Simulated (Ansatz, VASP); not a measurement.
# MoS2 in VASP and in Ansatz

INCAR

```
SYSTEM = MoS2
ALGO = Normal ; EDIFF = 1E-6
EDIFFG = -0.002 ; ENCUT = 520
GGA = PS ; IBRION = 2
ISIF = 2 ; ISMEAR = 0
LASPH = .True. ; LCHARG = .False.
LREAL = .False. ; LWAVE = .False.
NELM = 100 ; NSW = 50
PREC = Accurate ; SIGMA = 0.01
```

Contents of KPOINTS:

```
k-points
0
Gamma
  8 8 8
  0 0 0
```

File POSCAR:

```
MoS2
1.0
    1.5715694880      0.9073460670      6.3121551553
   -1.5715694880      0.9073460670      6.3121551553
    0.0000000000     -1.8146921340      6.3121551553
Mo S
1 2
Direct
    0.0001015293      0.0001015293      0.0001015293
    0.2507582619      0.2507582619      0.2507582619
    0.4161402089      0.4161402089      0.4161402089
```

Input for Ansatz:

```yaml
crystal:
  lattice:
    - [1.57156948805, 0.90734606698, 6.31215515532]
    - [-1.57156948805, 0.90734606698, 6.31215515532]
    - [0.0, -1.81469213395, 6.31215515532]
  atoms:
    - { symbol: Mo, position: [0.000101529263, 0.000101529263, 0.000101529263] }
    - { symbol: S, position: [0.250758261883, 0.250758261883, 0.250758261883] }
    - { symbol: S, position: [0.416140208854, 0.416140208854, 0.416140208854] }
kpoints:
  mp_grid: { grid: [8, 8, 8] }
scf:
  occupations: { method: fixed }
  convergence: { dr2_threshold: 1.0e-10 }
hamiltonian:
  xc: pbesol
  pseudopotentials: { kind: all_electron, lapw: { basis_error: 0.0005 } }
output:
  forces: true
  stress: true
  eigenstates:
    kpoints:
      - [0.0, 0.0, 0.0]
      - [0.0, -0.18008219, 0.180082189]
      - [-0.18008219, 0.0, 0.180082189]
      - [-0.18008219, 0.180082189, 0.0]
      - [0.5, 0.5, 0.5]
      - [0.0, 0.0, 0.5]
      - [0.0, 0.5, 0.0]
      - [0.5, 0.0, 0.0]
      - [0.5, 0.0, 0.5]
      - [0.5, 0.5, 0.0]
      - [0.0, 0.5, 0.5]
relax:
  f_tol: 0.002
  max_steps: 30
```

Change from the starting cell: z stretched by +0.5 %, x and y held.

Alike in both runs: task relaxation of the atoms; functional PBEsol; k mesh 8 × 8 × 8; no spin polarisation.

|  | VASP | Ansatz |
| --- | --- | --- |
| version | VASP 6.6.1 | Ansatz 0.2.0 |
| potentials or method | VASP PAW PBE potentials, release 64 (Mo_sv, S), cutoff 520 eV | all-electron LAPW, scalar-relativistic |
| occupations | gaussian, width 0.01 eV | fixed |

Ansatz gave:

| Item | Value |
| --- | --- |
| gap on the k mesh at the Fermi level, each at its own relaxed structure (eV) | 1.13 |

Problem. Which values does VASP return?

Solution. gap on the k mesh at the Fermi level, each at its own relaxed structure (eV): 1.15.

VASP's potentials were made for PBE, not for PBEsol. Ansatz ran all-electron here, and VASP with PAW potentials.
